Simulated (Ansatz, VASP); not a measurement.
KCl in VASP and in Ansatz

```
K Cl
1.0
     3.77117    0.00000    0.00000
     0.00000    3.77117    0.00000
     0.00000    0.00000    3.59241
K Cl
1 1
Direct
  0.00000 0.00000 0.00000
  0.50000 0.50000 0.50000
```

Change from the starting cell: uniaxial_z strain -4.7%.

Alike in both runs: task single point; functional r2SCAN; k mesh 8 × 8 × 8; no spin polarisation.

```csv
,VASP,Ansatz
version,VASP 6.6.1,Ansatz 0.2.0
potentials or method,"VASP PAW PBE potentials, release 64 (K_sv, Cl)","plane waves, PAW"
plane-wave cutoff (eV),520,500
occupations,"gaussian, width 0.01 eV",fixed
valence electrons in the cell,16,16
```

Ansatz gave:

- gap on the k mesh at the Fermi level (eV): 5.83
- pressure (GPa): 1.3
- traceless stress, the component that is largest in VASP (GPa): 1.65

Q: Estimate VASP's values.

A: gap on the k mesh at the Fermi level (eV): 5.83; pressure (GPa): 1.2; traceless stress, the component that is largest in VASP (GPa): 1.64.

VASP's potentials were made for PBE, not for r2SCAN.
